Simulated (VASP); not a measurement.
# MgO (Fm-3m) in VASP: density of states with PBEsol

Aim: the density of states of MgO with PBEsol.

All numbers are computed with VASP 6.6.1; they aren't measurements. Logs are shortened: lines on timing, memory, paths and dates and some standing lists are left out, and cuts for length are marked.

### 1 The cell of the first run

Symmetry: Fm-3m, No. 225, cubic system. The conventional cell has a = 4.214 Å, b = 4.214 Å, c = 4.214 Å, α = 90.00°, β = 90.00°, γ = 90.00°. Within 2.8 Å of Mg (site symmetry m-3m) lie 6 O at 2.11 Å. Within 2.8 Å of O (site symmetry m-3m) lie 6 Mg at 2.11 Å.

### 2 Density of states, PBEsol

Input file POSCAR:

```
MgO
1.0
    0.0000000000      2.1071294686      2.1071294686
    2.1071294686      0.0000000000      2.1071294686
    2.1071294686      2.1071294686      0.0000000000
Mg O
1 1
Direct
    0.0000000000      0.0000000000      0.0000000000
    0.5000000000      0.5000000000      0.5000000000
```

Input file INCAR.step1:

```
SYSTEM = MgO
  PREC = Accurate
  ENCUT = 520
  EDIFF = 1E-6
  ISMEAR = 0
  SIGMA = 0.02
  LREAL = .FALSE.
  LASPH = .TRUE.
  NELM = 80
  ALGO = Normal
  ISIF = 2
  LWAVE = .FALSE.
  LCHARG = .TRUE.
  GGA = PS
  NBANDS = 11
```

Input file KPOINTS.step1:

```
regular mesh
0
G
  10 10 10
  0 0 0
```

Input file INCAR.step2:

```
SYSTEM = MgO
  PREC = Accurate
  ENCUT = 520
  EDIFF = 1E-6
  ISMEAR = -5
  SIGMA = 0.02
  LREAL = .FALSE.
  LASPH = .TRUE.
  NELM = 80
  ALGO = Normal
  ISIF = 2
  LWAVE = .FALSE.
  LCHARG = .FALSE.
  GGA = PS
  LORBIT = 11
  NEDOS = 1001
  ICHARG = 11
```

Input file KPOINTS.step2:

```
regular mesh
0
G
  15 15 15
  0 0 0
```

Potentials or basis: VASP PAW PBE potentials, release 64 (Mg, O).

Run with:

```console
$ cat potpaw_PBE.64/Mg/POTCAR potpaw_PBE.64/O/POTCAR > POTCAR
$ cp INCAR.step1 INCAR
$ cp KPOINTS.step1 KPOINTS
$ mpirun -np 1 vasp_std > vasp.out
$ cp INCAR.step2 INCAR
$ cp KPOINTS.step2 KPOINTS
$ mpirun -np 1 vasp_std > vasp.out
```

OUTCAR:

```text
SYSTEM = MgO
   PREC = Accurate
   ENCUT = 520
   EDIFF = 1E-6
   ISMEAR = -5
   LREAL = .FALSE.
   LASPH = .TRUE.
   NELM = 80
   ISIF = 2
   GGA = PS
   LORBIT = 11
   ICHARG = 11

 ion  position               nearest neighbor table
   1  0.000  0.000  0.000-   2 2.11   2 2.11   2 2.11   2 2.11   2 2.11   2 2.11
   2  0.500  0.500  0.500-   1 2.11   1 2.11   1 2.11   1 2.11   1 2.11   1 2.11

  LATTYP: Found a face centered cubic cell.
 ALAT       =     4.2142589372

  Lattice vectors:

 A1 = (   0.0000000000,   2.1071294686,   2.1071294686)
 A2 = (   2.1071294686,   0.0000000000,   2.1071294686)
 A3 = (   2.1071294686,   2.1071294686,   0.0000000000)

Analysis of symmetry for initial positions (statically):
=====================================================================
 Subroutine PRICEL returns:
 Original cell was already a primitive cell.

 Routine SETGRP: Setting up the symmetry group for a
 face centered cubic supercell.

 Subroutine GETGRP returns: Found 48 space group operations
 (whereof 48 operations were pure point group operations)
 out of a pool of 48 trial point group operations.

The static configuration has the point symmetry O_h .

Analysis of symmetry for dynamics (positions and initial velocities):
=====================================================================
 Subroutine PRICEL returns:
 Original cell was already a primitive cell.

 Routine SETGRP: Setting up the symmetry group for a
 face centered cubic supercell.

 Subroutine GETGRP returns: Found 48 space group operations
 (whereof 48 operations were pure point group operations)
 out of a pool of 48 trial point group operations.

The dynamic configuration has the point symmetry O_h .

 Subroutine INISYM returns: Found 48 space group operations
 (whereof 48 operations are pure point group operations),
 and found     1 'primitive' translations

----------------------------------------------------------------------------------------

                                     Primitive cell

  volume of cell :      18.7113

  direct lattice vectors                    reciprocal lattice vectors
     0.000000000  2.107129469  2.107129469    -0.237289643  0.237289643  0.237289643
     2.107129469  0.000000000  2.107129469     0.237289643 -0.237289643  0.237289643
     2.107129469  2.107129469  0.000000000     0.237289643  0.237289643 -0.237289643

  length of vectors
     2.979931072  2.979931072  2.979931072     0.410997718  0.410997718  0.410997718

  position of ions in fractional coordinates (direct lattice)
     0.000000000  0.000000000  0.000000000
     0.500000000  0.500000000  0.500000000

  ion indices of the primitive-cell ions
   primitive index   ion index
                 1           1
                 2           2

----------------------------------------------------------------------------------------

 KPOINTS: regular mesh

Automatic generation of k-mesh.
 Grid dimensions read from file:
 generate k-points for:   15   15   15

 Generating k-lattice:

  Cartesian coordinates                     Fractional coordinates (reciprocal lattice)
    -0.015819310  0.015819310  0.015819310     0.066666667  0.000000000  0.000000000
     0.015819310 -0.015819310  0.015819310     0.000000000  0.066666667  0.000000000
     0.015819310  0.015819310 -0.015819310     0.000000000  0.000000000  0.066666667

  Length of vectors
     0.027399848  0.027399848  0.027399848

  Shift w.r.t. Gamma in fractional coordinates (k-lattice)
     0.000000000  0.000000000  0.000000000

 TETIRR: Found    484 inequivalent tetrahedra from    20250

 Subroutine IBZKPT returns following result:
 ===========================================

 Found    120 irreducible k-points:

 Following reciprocal coordinates:
            Coordinates               Weight
  0.000000  0.000000  0.000000      1.000000
  0.066667  0.000000  0.000000      8.000000
  0.133333  0.000000  0.000000      8.000000
  0.200000  0.000000  0.000000      8.000000
  0.266667  0.000000  0.000000      8.000000
  0.333333  0.000000  0.000000      8.000000
[... 16 lines left out ...]
  0.133333  0.133333  0.000000      6.000000
  0.200000  0.133333  0.000000     24.000000
 [... further k-points ...]
   k-points           NKPTS =    120   k-points in BZ     NKDIM =    120   number of bands    NBANDS=      8
   number of dos      NEDOS =   1001   number of ions     NIONS =      2
   total plane-waves  NPLWV =  13824
   dimension x,y,z NGX =    24 NGY =   24 NGZ =   24
   dimension x,y,z NGXF=    48 NGYF=   48 NGZF=   48
   ions per type =               1   1
   NGX,Y,Z   is equivalent  to a cutoff of  13.39, 13.39, 13.39 a.u.
   NGXF,Y,Z  is equivalent  to a cutoff of  26.78, 26.78, 26.78 a.u.
 SYSTEM =  MgO
   PREC   = accura    normal or accurate (medium, high low for compatibility)
   ISTART =      0    job   : 0-new  1-cont  2-samecut
   ICHARG =     11    charge: 1-file 2-atom 10-const
   ISPIN  =      1    spin polarized calculation?
   LNONCOLLINEAR =      F non collinear calculations
   LSORBIT =      F    spin-orbit coupling
   LASPH  =      T    aspherical Exc in radial PAW
   ENCUT  =  520.0 eV  38.22 Ry    6.18 a.u.   5.54  5.54  5.54*2*pi/ulx,y,z
   NELM   =     80;   NELMIN=  2; NELMDL=  0     # of ELM steps
   EDIFF  = 0.1E-05   stopping-criterion for ELM
   LREAL  =      F    real-space projection
   EDIFFG = 0.1E-04   stopping-criterion for IOM
   NSW    =      0    number of steps for IOM
   IBRION =     -1    ionic relax: 0-MD 1-quasi-New 2-CG
   NFREE  =      0    steps in history (QN), initial steepest desc. (CG)
   ISIF   =      2    stress and relaxation
   ISYM   =      2    0-nonsym 1-usesym 2-fastsym
   POTIM  = 0.5000    time-step for ionic-motion
   TEBEG  =    0.0;   TEEND  =   0.0 temperature during run
   PSTRESS=    0.0 pullay stress
   NELECT =       8.0000    total number of electrons
   NUPDOWN=      -1.0000    fix difference up-down
   EMIN   =  10.00;   EMAX   =-10.00  energy-range for DOS
   EFERMI =   0.00;   METHOD = LEGACY
   ISMEAR =    -5;   SIGMA  =   0.02  broadening in eV -4-tet -1-fermi 0-gaus
   EFERMI_NEDOS =   21; number of points for ismear=-14 and -15
   IALGO  =     38    algorithm
   IMIX   =      4    mixing-type and parameters
     AMIX     =   0.40;   BMIX     =  1.00
     AMIX_MAG =   1.60;   BMIX_MAG =  1.00
  volume/ion in A,a.u.               =       9.36        63.13
  Fermi-wavevector in a.u.,A,eV,Ry     =   1.233304  2.330607 20.695001  1.521040
  Thomas-Fermi vector in A             =   2.368040
   LORBIT       =     11    0 simple, 1 ext, 2 COOP (PROOUT), +10 PAW based schemes
   GGA     = PS    functional components
   LHFCALC =     F    Hartree Fock is set to
   AEXX    =    0.0000 exact exchange contribution
   IVDW    =     0    specifies the selected vdW correction
   LEPSILON=     F    determine dielectric tensor
   LRPA    =     F    only Hartree local field effects (RPA)
 non-spin polarized calculation
 Fermi weights with tetrahedron method with Bloechl corrections
  energy-cutoff  :      520.00
  volume of cell :       18.71
 maximum number of plane-waves:       531
 NGX is ok and might be reduce to    24

 number of electron       8.0000005 magnetization

 Free energy of the ion-electron system (eV)
  ---------------------------------------------------
  ext. energy  EPLUGINS =         0.00000000
  ---------------------------------------------------
  free energy    TOTEN  =       -12.51247737 eV

  energy without entropy =      -12.51247737  energy(sigma->0) =      -12.51247737

 E-fermi :   3.0632     XC(G=0): -11.3028

 val. band max:        3.0554658433   @ k =   0.0000   0.0000   0.0000
 cond. band min:       7.6747391805   @ k =   0.0000   0.0000   0.0000
 fundamental gap:      4.6192733372
 Fermi energy:         3.0631885257

 k-point     1 :       0.0000    0.0000    0.0000
  band No.  band energies     occupation
      1     -14.1423      2.00000
      2       3.0555      2.00000
      3       3.0555      2.00000
      4       3.0555      2.00000
      5       7.6747      0.00000
      6      18.6790      0.00000
      7      18.6790      0.00000
      8      18.6790      0.00000

 k-point     2 :       0.0667    0.0000    0.0000
  band No.  band energies     occupation
      1     -14.0940      2.00000
      2       2.7371      2.00000
      3       3.0243      2.00000
      4       3.0243      2.00000
      5       7.9814      0.00000
      6      17.9943      0.00000
      7      18.7904      0.00000
      8      18.7904      0.00000

 k-point     3 :       0.1333    0.0000    0.0000
  band No.  band energies     occupation
      1     -13.9540      2.00000
      2       1.9772      2.00000
      3       2.9376      2.00000
      4       2.9376      2.00000
      5       8.6958      0.00000
      6      16.8498      0.00000
      7      19.0820      0.00000
      8      19.0820      0.00000
[... 210 lines left out ...]
 k-point    23 :       0.1333    0.1333    0.0000
  band No.  band energies     occupation
      1     -13.8945      2.00000
      2       1.8940      2.00000
      3       2.7906      2.00000
      4       2.7906      2.00000
      5       9.0296      0.00000
      6      16.2891      0.00000
      7      19.2670      0.00000
      8      19.2670      0.00000

 k-point    24 :       0.2000    0.1333    0.0000
  band No.  band energies     occupation
      1     -13.7385      2.00000
      2       1.3071      2.00000
      3       2.6585      2.00000
      4       2.6642      2.00000
      5       9.6778      0.00000
      6      15.5403      0.00000
      7      19.4651      0.00000
      8      19.5622      0.00000

 [... further k-points ...]

------------------------ aborting loop because EDIFF is reached ----------------------------------------

  FORCE on cell =-STRESS in cart. coord.  units (eV):
  Direction    XX          YY          ZZ          XY          YZ          ZX
  --------------------------------------------------------------------------------------
  -------------------------------------------------------------------------------------
  Total       -0.0600866     -0.0600866     -0.0600866      0.0000000      0.0000000     -0.0000000
  in kB       -5.1449878     -5.1449878     -5.1449878      0.0000000      0.0000000     -0.0000000
  external PRESSURE =      -5.1449878 kB  Pullay stress =       0.0000000 kB

 VOLUME and BASIS-vectors are now :
 -----------------------------------------------------------------------------
  energy-cutoff  :      520.00
  volume of cell :       18.71
      direct lattice vectors                 reciprocal lattice vectors
     0.000000000  2.107129469  2.107129469    -0.237289643  0.237289643  0.237289643
     2.107129469  0.000000000  2.107129469     0.237289643 -0.237289643  0.237289643
     2.107129469  2.107129469  0.000000000     0.237289643  0.237289643 -0.237289643

 POSITION                                       TOTAL-FORCE (eV/Angst)
 -----------------------------------------------------------------------------------
      0.00000      0.00000      0.00000         0.000000      0.000000     -0.000000
      2.10713      2.10713      2.10713        -0.000000     -0.000000      0.000000
 -----------------------------------------------------------------------------------
    total drift:                               -0.000000     -0.000000      0.000000

  FREE ENERGIE OF THE ION-ELECTRON SYSTEM (eV)
  ---------------------------------------------------
  free  energy   TOTEN  =       -12.5124773662 eV

  energy  without entropy=      -12.5124773662  energy(sigma->0) =      -12.51247737

 total charge

# of ion       s       p       d       tot
------------------------------------------
    1        0.150   0.181   0.080   0.410
    2        1.537   3.540   0.000   5.077
--------------------------------------------------
tot          1.687   3.721   0.080   5.487
```

Wall time 14 s (1 thread of AMD EPYC 7R13 (Zen 3), shared host); peak memory 0.12 GiB.

What came out:

```yaml
Valence_electrons_inside_the_program's_atomic_spheres: Mg 0.41; O 5.08
```

Levels at points of the mesh, in eV from the valence-band top:
```
           k point  band 1  band 2  band 3  band 4  band 5  band 6  band 7  band 8
(0.00, 0.00, 0.00)  -17.20    0.00    0.00    0.00    4.62   15.62   15.62   15.62
```

Caveat: the PAW data sets were made with another functional, which shifts forces and pressure a little.
